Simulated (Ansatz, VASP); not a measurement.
One calculation of Ga2SeS3, two programs

```
CELL_PARAMETERS angstrom
3.56775 0.00000 0.00000
-1.78388 3.08976 0.00000
0.00000 0.00000 11.58223
ATOMIC_POSITIONS crystal
Ga 0.66667 0.33333 0.43374
Ga 0.33333 0.66667 0.10917
Se 0.33333 0.66667 0.77170
S 0.00000 0.00000 0.52652
S 0.66667 0.33333 0.23942
S 0.00000 0.00000 0.00445
```

Alike in both runs: task single point; functional PBE; k mesh 6 × 6 × 2; occupations gaussian, width 0.1 eV; no spin polarisation.

```csv
,VASP,Ansatz
version,VASP 6.6.1,Ansatz 0.2.0
potentials or method,"VASP PAW PBE potentials, release 64 (Ga_d, Se, S), cutoff 500 eV","scalar-relativistic, plane waves, PAW"
valence electrons in the cell,50,60
```

```csv
,VASP,Ansatz,Ansatz less VASP
gap on the k mesh at the Fermi level (eV),none,none,-
pressure (GPa),0.2,0.2,+0.04
"traceless stress, the component that is largest in VASP (GPa)",0.39,0.38,-0.003
rms of the force components (eV/Å),0.040,0.041,+0.0010
```

Atom by atom the forces differ by 0.007 eV/Å (rms over components). A gap of «none» marks a metal or a gap that the smearing closes. The functional is the same, so the differences come from potentials, cutoffs and numerics. VASP's potentials hold 50 valence electrons a cell and Ansatz's 60, so a difference there can come from the potentials and not from the codes.
